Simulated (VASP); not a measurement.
**AlCu: relaxation of cell and atoms with r2SCAN**

Crystal: AlCu.

```
Al Cu
1.0
     2.99751    0.00000    0.00000
     0.00000    2.99751    0.00000
     0.00000    0.00000    2.99751
Al Cu
1 1
Direct
  0.00000 0.00000 0.00000
  0.50000 0.50000 0.50000
```

* Program: VASP 6.6.1
* Task: relaxation of cell and atoms
* Functional: r2SCAN
* Potentials or basis: VASP PAW PBE potentials, release 64 (Al, Cu)
* Cutoff: 600 eV
* k mesh: 14 × 14 × 14
* Occupations: gaussian, width 0.1 eV
* Spin: no spin polarisation
* Dipole correction: no
* Further INCAR settings: ALGO = Normal; EDIFF = 1e-06; IBRION = 2; EDIFFG = -0.005; NSW = 100; ISIF = 3

```json
{
 "Relaxed volume": "12.93 Å³/atom",
 "Relaxed cell": "a = 2.957 Å, b = 2.957 Å, c = 2.957 Å, α = 90.00°, β = 90.00°, γ = 90.00°",
 "Space group after relaxing (to 0.05 Å)": "Pm-3m (No. 221)",
 "Energy gained by relaxing": "8.7 meV/atom",
 "Ionic steps": "5",
 "Pressure after relaxing": "0.1 GPa",
 "Band gap on the k mesh": "zero (band 7 reaches 13.74 eV, above the bottom of band 8 at 8.67 eV)"
}
```

Step by step:
| step | energy change (eV) | largest force (eV/Å) | pressure (GPa) | volume (Å³) |
| --- | --- | --- | --- | --- |
| 1 | 0.0000 | 0.0000 | -4.93 | 26.93 |
| 2 | -0.0135 | 0.0000 | 2.68 | 25.35 |
| 3 | -0.0175 | 0.0000 | 0.06 | 25.84 |
| 4 | -0.0175 | 0.0000 | -0.08 | 25.86 |
| 5 | -0.0175 | 0.0000 | 0.06 | 25.86 |

Final structure:
```
Al Cu
1.0
     2.95730    0.00000    0.00000
     0.00000    2.95730    0.00000
     0.00000    0.00000    2.95730
Al Cu
1 1
Cartesian
  2.9573 2.9573 0.0000
  1.4787 1.4787 1.4787
```

Levels at points of the mesh, in eV from the Fermi level:
| k point | band 4 | band 5 | band 6 | band 7 | band 8 | band 9 | band 10 | band 11 |
| --- | --- | --- | --- | --- | --- | --- | --- | --- |
| (0.00, 0.00, 0.00) | -4.20 | -4.20 | -4.20 | 4.20 | 4.20 | 4.20 | 6.51 | 6.51 |
| (0.50, 0.00, 0.00) | -4.67 | -4.67 | -4.14 | -3.43 | 7.49 | 8.63 | 8.63 | 9.39 |
| (0.50, 0.50, 0.00) | -4.56 | -4.18 | -4.18 | -3.83 | -0.87 | 0.06 | 11.34 | 13.66 |
| (0.50, 0.50, 0.50) | -3.81 | -3.81 | 0.62 | 0.62 | 0.62 | 2.31 | 2.31 | 2.31 |

Wall time 2.1 min on 1 thread of Intel(R) Xeon(R) 6975P-C (Granite Rapids), on a shared host, peak memory 0.18 GiB.

Caveat: the PAW data sets were made with another functional, which shifts forces and pressure a little.
